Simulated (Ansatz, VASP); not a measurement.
**One calculation of Ca2H5, two programs**

```
Ca H
1.0
     0.00000    3.32811    6.54927
     2.13820    0.00000    6.54927
     2.13820    3.32811    0.00000
Ca H
2 5
Cartesian
  3.2073 4.9922 9.8239
  0.0000 0.0000 0.0000
  2.1382 3.3281 6.5493
  2.1382 3.3281 10.8841
  2.1382 3.3281 2.2145
  2.1382 2.3113 6.5493
  2.1382 4.3449 6.5493
```

Alike in both runs: functional PBE; k mesh 6 × 6 × 6; occupations gaussian, width 0.1 eV; no spin polarisation.

Ansatz relaxed the structure, and its values are those at the end. VASP's run is a single point on that final structure, the one shown.

|  | VASP | Ansatz |
| --- | --- | --- |
| version | VASP 6.6.1 | Ansatz 0.2.0 |
| potentials or method | VASP PAW PBE potentials, release 64 (Ca_sv, H), cutoff 520 eV | scalar-relativistic, plane waves, PAW |
| valence electrons in the cell | 25 | 25 |

|  | VASP | Ansatz | Ansatz less VASP |
| --- | --- | --- | --- |
| gap on the k mesh at the Fermi level (eV) | none | none | - |
| pressure (GPa) | 0.0 | 0.0 | -0.01 |

A gap of «none» marks a metal or a gap that the smearing closes. With one functional, cell and mesh, what is left measures potentials, basis and numerics.
